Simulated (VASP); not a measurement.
## LiCl: single point with PBE

Crystal: LiCl.

```
Li Cl
1.0
     6.72496    0.00000    0.00000
     0.00000    6.72496    0.00000
     0.00000    0.00000    3.98191
Li Cl
4 4
Direct
  0.67188 0.67188 0.00000
  0.82812 0.17188 0.50000
  0.32812 0.32812 0.00000
  0.17188 0.82812 0.50000
  0.81119 0.81119 0.50000
  0.68881 0.31119 0.00000
  0.18881 0.18881 0.50000
  0.31119 0.68881 0.00000
```

This cell differs from its parent crystal: volume scaled by 1.03, then relaxed in part.

```yaml
Program: VASP 6.6.1
Task: single point
Functional: PBE
Potentials_or_basis: VASP PAW PBE potentials, release 64 (Li_sv, Cl)
Cutoff: 520 eV
k_mesh: 4 × 4 × 6
Occupations: gaussian, width 0.02 eV
Spin: no spin polarisation
```

The largest force is 0.009 eV/Å and the band gap on the k mesh is 5.82 eV, direct.

Forces in eV/Å, atoms in the order of the input:
```
Li  -0.007 -0.007  0.000
Li   0.007 -0.007  0.000
Li   0.007  0.007  0.000
Li  -0.007  0.007  0.000
Cl  -0.005 -0.005  0.000
Cl   0.005 -0.005  0.000
Cl   0.005  0.005  0.000
Cl  -0.005  0.005  0.000
```

Levels at points of the mesh, in eV from the valence-band top:
| k point | band 17 | band 18 | band 19 | band 20 | band 21 | band 22 | band 23 | band 24 |
| --- | --- | --- | --- | --- | --- | --- | --- | --- |
| (0.00, 0.00, 0.00) | -0.12 | -0.01 | -0.01 | 0.00 | 5.82 | 8.12 | 8.34 | 8.34 |
| (0.50, 0.00, 0.00) | -0.23 | -0.23 | -0.17 | -0.17 | 6.99 | 6.99 | 7.99 | 7.99 |
| (0.50, 0.50, 0.00) | -0.37 | -0.37 | -0.32 | -0.32 | 7.33 | 7.33 | 7.44 | 7.44 |
| (0.00, 0.00, 0.50) | -0.54 | -0.54 | -0.51 | -0.51 | 8.07 | 8.07 | 8.94 | 8.94 |
| (0.50, 0.00, 0.50) | -0.50 | -0.50 | -0.29 | -0.29 | 8.05 | 8.05 | 8.12 | 8.12 |
| (0.50, 0.50, 0.50) | -0.47 | -0.47 | -0.35 | -0.35 | 7.28 | 7.28 | 7.69 | 7.69 |

It took 83 s on 1 thread of AMD EPYC 7R13 Processor (Zen 3) (shared host), peak memory 0.26 GiB.

 A k mesh can miss the band edges.
